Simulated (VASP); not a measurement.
# Si (Fd-3m) in VASP: notebook, part 2 of 2

VASP 6.6.1. Earlier steps stand in the parts before.

### Step 3. Single point, HSE06

This run uses another cell than the first one, of 20.45 Å³/atom.

Contents of POSCAR:

```
Si
1.0
    0.0000000000      2.7347684549      2.7347684549
    2.7347684549      0.0000000000      2.7347684549
    2.7347684549      2.7347684549      0.0000000000
Si
2
Direct
    0.0000000000      0.0000000000      0.0000000000
    0.2500000000      0.2500000000      0.2500000000
```

Contents of INCAR.step1:

```
  PREC = Accurate
  ENCUT = 520
  EDIFF = 1E-5
  ISMEAR = -1
  SIGMA = 0.01
  LREAL = False
  LASPH = True
  NELM = 100
  ALGO = Normal
  ISIF = 2
  LWAVE = True
  LCHARG = False
  GGA = PE
  NBANDS = 11
```

Contents of INCAR.step2:

```
  PREC = Accurate
  ENCUT = 520
  EDIFF = 1E-7
  ISMEAR = -1
  SIGMA = 0.01
  LREAL = False
  LASPH = True
  NELM = 100
  ALGO = Normal
  ISIF = 2
  LWAVE = False
  LCHARG = False
  GGA = PE
  LHFCALC = True
  HFSCREEN = 0.2079
  PRECFOCK = Normal
  ISTART = 1
  NBANDS = 11
```

Contents of KPOINTS:

```
Automatic mesh
0
Gamma
  6 6 6
```

Potentials or basis: VASP PAW PBE potentials, release 64 (Si).

On the command line:

```console
$ cat potpaw_PBE.64/Si/POTCAR > POTCAR
$ cp INCAR.step1 INCAR
$ mpirun -np 1 vasp_std > vasp.out
$ cp INCAR.step2 INCAR
$ mpirun -np 1 vasp_std > vasp.out
```

OUTCAR:

```text
PREC = Accurate
   ENCUT = 520
   EDIFF = 1E-7
   ISMEAR = -1
   LREAL = False
   LASPH = True
   NELM = 100
   ISIF = 2
   GGA = PE
   LHFCALC = True
   HFSCREEN = 0.2079
   PRECFOCK = Normal
   ISTART = 1

 ion  position               nearest neighbor table
   1  0.000  0.000  0.000-   2 2.37   2 2.37   2 2.37   2 2.37
   2  0.250  0.250  0.250-   1 2.37   1 2.37   1 2.37   1 2.37

  LATTYP: Found a face centered cubic cell.
 ALAT       =     5.4695369098

  Lattice vectors:

 A1 = (   0.0000000000,   2.7347684549,   2.7347684549)
 A2 = (   2.7347684549,   0.0000000000,   2.7347684549)
 A3 = (   2.7347684549,   2.7347684549,   0.0000000000)

Analysis of symmetry for initial positions (statically):
=====================================================================
 Subroutine PRICEL returns:
 Original cell was already a primitive cell.

 Routine SETGRP: Setting up the symmetry group for a
 face centered cubic supercell.

 Subroutine GETGRP returns: Found 48 space group operations
 (whereof 24 operations were pure point group operations)
 out of a pool of 48 trial point group operations.

The static configuration has the point symmetry T_d .
 The point group associated with its full space group is O_h .

Analysis of symmetry for dynamics (positions and initial velocities):
=====================================================================
 Subroutine PRICEL returns:
 Original cell was already a primitive cell.

 Routine SETGRP: Setting up the symmetry group for a
 face centered cubic supercell.

 Subroutine GETGRP returns: Found 48 space group operations
 (whereof 24 operations were pure point group operations)
 out of a pool of 48 trial point group operations.

The dynamic configuration has the point symmetry T_d .
 The point group associated with its full space group is O_h .

 Subroutine INISYM returns: Found 48 space group operations
 (whereof 24 operations are pure point group operations),
 and found     1 'primitive' translations

----------------------------------------------------------------------------------------

                                     Primitive cell

  volume of cell :      40.9064

  direct lattice vectors                    reciprocal lattice vectors
     0.000000000  2.734768455  2.734768455    -0.182830835  0.182830835  0.182830835
     2.734768455  0.000000000  2.734768455     0.182830835 -0.182830835  0.182830835
     2.734768455  2.734768455  0.000000000     0.182830835  0.182830835 -0.182830835

  length of vectors
     3.867546639  3.867546639  3.867546639     0.316672295  0.316672295  0.316672295

  position of ions in fractional coordinates (direct lattice)
     0.000000000  0.000000000  0.000000000
     0.250000000  0.250000000  0.250000000

  ion indices of the primitive-cell ions
   primitive index   ion index
                 1           1
                 2           2

[... 45 lines left out ...]
   number of dos      NEDOS =    301   number of ions     NIONS =      2
   total plane-waves  NPLWV =  27000
   dimension x,y,z NGX =    30 NGY =   30 NGZ =   30
   dimension x,y,z NGXF=    60 NGYF=   60 NGZF=   60
   ions per type =               2
   NGX,Y,Z   is equivalent  to a cutoff of  12.90, 12.90, 12.90 a.u.
   NGXF,Y,Z  is equivalent  to a cutoff of  25.79, 25.79, 25.79 a.u.
 SYSTEM =  unknown system
   PREC   = accura    normal or accurate (medium, high low for compatibility)
   ISTART =      1    job   : 0-new  1-cont  2-samecut
   ICHARG =      0    charge: 1-file 2-atom 10-const
   ISPIN  =      1    spin polarized calculation?
   LNONCOLLINEAR =      F non collinear calculations
   LSORBIT =      F    spin-orbit coupling
   LASPH  =      T    aspherical Exc in radial PAW
   ENCUT  =  520.0 eV  38.22 Ry    6.18 a.u.   7.19  7.19  7.19*2*pi/ulx,y,z
   NELM   =    100;   NELMIN=  2; NELMDL=  0     # of ELM steps
   EDIFF  = 0.1E-06   stopping-criterion for ELM
   LREAL  =      F    real-space projection
   EDIFFG = 0.1E-05   stopping-criterion for IOM
   NSW    =      0    number of steps for IOM
   IBRION =     -1    ionic relax: 0-MD 1-quasi-New 2-CG
   NFREE  =      0    steps in history (QN), initial steepest desc. (CG)
   ISIF   =      2    stress and relaxation
   ISYM   =      3    0-nonsym 1-usesym 2-fastsym
   POTIM  = 0.5000    time-step for ionic-motion
   TEBEG  =    0.0;   TEEND  =   0.0 temperature during run
   PSTRESS=    0.0 pullay stress
   NELECT =       8.0000    total number of electrons
   NUPDOWN=      -1.0000    fix difference up-down
   EMIN   =  10.00;   EMAX   =-10.00  energy-range for DOS
   EFERMI =   0.00;   METHOD = LEGACY
   ISMEAR =    -1;   SIGMA  =   0.01  broadening in eV -4-tet -1-fermi 0-gaus
   EFERMI_NEDOS =   21; number of points for ismear=-14 and -15
   IALGO  =     38    algorithm
   IMIX   =      1    mixing-type and parameters
     AMIX     =   0.40;   BMIX     =  1.00
     AMIX_MAG =   1.60;   BMIX_MAG =  1.00
  volume/ion in A,a.u.               =      20.45       138.03
  Fermi-wavevector in a.u.,A,eV,Ry     =   0.950257  1.795725 12.285894  0.902988
  Thomas-Fermi vector in A             =   2.078616
   LORBIT       =      0    0 simple, 1 ext, 2 COOP (PROOUT), +10 PAW based schemes
   GGA     = PE    functional components
   LHFCALC =     T    Hartree Fock is set to
   PRECFOCK=normal    Normal, Fast or Accurate (Low or Medium for compatibility)
   ENCUT4O =  -1.0   cutoff for four orbital integrals eV
   NKREDX  =     1    reduce k-point grid by
   NKREDY  =     1    reduce k-point grid by
   NKREDZ  =     1    reduce k-point grid by
   AEXX    =    0.2500 exact exchange contribution
   HFSCREEN=    0.2079 screening length (either q_TF or 0.3 A-1)
   HFSCREENC=   0.2079 screening length for correlation (either q_TF or 0.3 A-1)
   ENCUTFOCK=  -1.0 apply spherical cutoff to Coloumb kernel
   IVDW    =     0    specifies the selected vdW correction
   LEPSILON=     F    determine dielectric tensor
   LRPA    =     F    only Hartree local field effects (RPA)
 non-spin polarized calculation
  energy-cutoff  :      520.00
  volume of cell :       40.91
 maximum number of plane-waves:      1113
 NGX is ok and might be reduce to    30
  NGX = 24; NGY = 24; NGZ = 24

 number of electron       8.0000001 magnetization

 Free energy of the ion-electron system (eV)
  ---------------------------------------------------
  ext. energy  EPLUGINS =         0.00000000
  ---------------------------------------------------
  free energy    TOTEN  =       -12.52851980 eV

  energy without entropy =      -12.52851980  energy(sigma->0) =      -12.52851980

 E-fermi :   5.4729     XC(G=0):  -7.7824

 val. band max:        5.2619734320   @ k =   0.0000   0.0000   0.0000
 cond. band min:       6.5948926753   @ k =   0.5000   0.5000   0.0000
 fundamental gap:      1.3329192434
 Fermi energy:         5.4729277022

 k-point     1 :       0.0000    0.0000    0.0000
  band No.  band energies     occupation
      1      -7.8679      2.00000
      2       5.2620      2.00000
      3       5.2620      2.00000
      4       5.2620      2.00000
      5       8.5764      0.00000
      6       8.5764      0.00000
      7       8.5764      0.00000
      8       9.3218      0.00000
      9      13.9676      0.00000
     10      14.0297      0.00000
     11      14.0297      0.00000
[... 197 lines left out ...]
 k-point    16 :      -0.3333    0.5000    0.1667
  band No.  band energies     occupation
      1      -3.2034      2.00000
      2      -3.2034      2.00000
      3       1.3863      2.00000
      4       1.3863      2.00000
      5       8.7226      0.00000
      6       8.7226      0.00000
      7      12.9939      0.00000
      8      12.9939      0.00000
      9      17.0174      0.00000
     10      17.0174      0.00000
     11      19.4044      0.00000

------------------------ aborting loop because EDIFF is reached ----------------------------------------

  FORCE on cell =-STRESS in cart. coord.  units (eV):
  Direction    XX          YY          ZZ          XY          YZ          ZX
  --------------------------------------------------------------------------------------
  -------------------------------------------------------------------------------------
  Total       -0.4680098     -0.4680098     -0.4680098      0.0000000     -0.0000000      0.0000000
  in kB      -18.3304817    -18.3304817    -18.3304817      0.0000000     -0.0000000      0.0000000
  external PRESSURE =     -18.3304817 kB  Pullay stress =       0.0000000 kB

 VOLUME and BASIS-vectors are now :
 -----------------------------------------------------------------------------
  energy-cutoff  :      520.00
  volume of cell :       40.91
      direct lattice vectors                 reciprocal lattice vectors
     0.000000000  2.734768455  2.734768455    -0.182830835  0.182830835  0.182830835
     2.734768455  0.000000000  2.734768455     0.182830835 -0.182830835  0.182830835
     2.734768455  2.734768455  0.000000000     0.182830835  0.182830835 -0.182830835

 POSITION                                       TOTAL-FORCE (eV/Angst)
 -----------------------------------------------------------------------------------
      0.00000      0.00000      0.00000        -0.000000     -0.000000     -0.000000
      1.36738      1.36738      1.36738         0.000000      0.000000      0.000000
 -----------------------------------------------------------------------------------
    total drift:                                0.000000     -0.000000      0.000000

  FREE ENERGIE OF THE ION-ELECTRON SYSTEM (eV)
  ---------------------------------------------------
  free  energy   TOTEN  =       -12.5285197998 eV

  energy  without entropy=      -12.5285197998  energy(sigma->0) =      -12.52851980
```

Run time: 17 min. Hardware: 1 thread of Intel Xeon Platinum 8259CL at 2.50GHz (Skylake/Cascade Lake), shared host; peak memory 0.27 GiB.

Results:

| Property | Result |
| --- | --- |
| Free energy | -12.5285 eV |
| Pressure | -1.8 GPa |
| Band gap on the k mesh | 1.33 eV (least direct gap 3.31 eV) |

Caveat: the PAW data sets were made with another functional, which shifts forces and pressure a little. A k mesh can miss the band edges.
